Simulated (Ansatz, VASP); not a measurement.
## MnO in VASP and in Ansatz

Contents of INCAR:

```
SYSTEM = MnO
ALGO = Normal
EDIFF = 1E-6
ENCUT = 520
GGA = PS
ISIF = 2
ISMEAR = 0
ISPIN = 2
LASPH = .True.
LCHARG = .True.
LELF = .True.
LMAXMIX = 4
LORBIT = 11
LREAL = .False.
LVHAR = .True.
LWAVE = .False.
MAGMOM = 4.41 0.25
NBANDS = 20
NELM = 150
PREC = Accurate
SIGMA = 0.15
```

The input KPOINTS:

```
k-points
0
Gamma
  18 18 18
  0 0 0
```

File POSCAR:

```
MnO
1.0
    0.0000000000      2.4164250000      2.2220000000
    2.2220000000      0.0000000000      2.2220000000
    2.2220000000      2.4164250000      0.0000000000
Mn O
1 1
Direct
    0.0000000000      0.0000000000      0.0000000000
    0.5000000000      0.5000000000      0.5000000000
```

Input for Ansatz:

```yaml
crystal:
  lattice:
    - [0.0, 2.416425, 2.222]
    - [2.222, 0.0, 2.222]
    - [2.222, 2.416425, 0.0]
  atoms:
    - { symbol: Mn, position: [0.0, 0.0, 0.0], spin: 4.41 }
    - { symbol: O, position: [0.5, 0.5, 0.5], spin: 0.25 }
basis:
  ecutwfc: 420
kpoints:
  mp_grid: { grid: [18, 18, 18] }
hamiltonian:
  xc: pbesol
scf:
  occupations: { method: gaussian, width: 0.15 }
output:
  forces: true
  stress: true
  eigenvalues: true
  populations: true
magnetization:
  spin_polarized: true
```

Change from the starting cell: strain +0.0875 x Voigt [0, 1, 0, 0, 0, 0], atoms carried along.

Alike in both runs: task single point; functional PBEsol; k mesh 18 × 18 × 18; occupations gaussian, width 0.15 eV; collinear spin.

|  | VASP | Ansatz |
| --- | --- | --- |
| version | VASP 6.6.1 | Ansatz 0.2.0 |
| potentials or method | VASP PAW PBE potentials, release 64 (Mn_pv, O), cutoff 520 eV | scalar-relativistic, plane waves, PAW |
| valence electrons in the cell | 19 | 21 |

|  | VASP | Ansatz | Ansatz less VASP |
| --- | --- | --- | --- |
| gap on the k mesh at the Fermi level (eV) | none | none | - |
| pressure (GPa) | -14.1 | -14.3 | -0.14 |
| traceless stress, the component that is largest in VASP (GPa) | 1.30 | 1.53 | +0.229 |
| net moment per atom (μB) | 2.43 | 2.43 | 0.000 |
| size of the moment on the site where the two differ most (μB) | 4.38 | 4.09 | -0.295 |

VASP's potentials were made for PBE, not for PBEsol. Site moments also hang on the region over which each program counts them. A gap of «none» marks a metal or a gap that the smearing closes. VASP's potentials hold 19 valence electrons a cell and Ansatz's 21, so a difference there can come from the potentials and not from the codes.
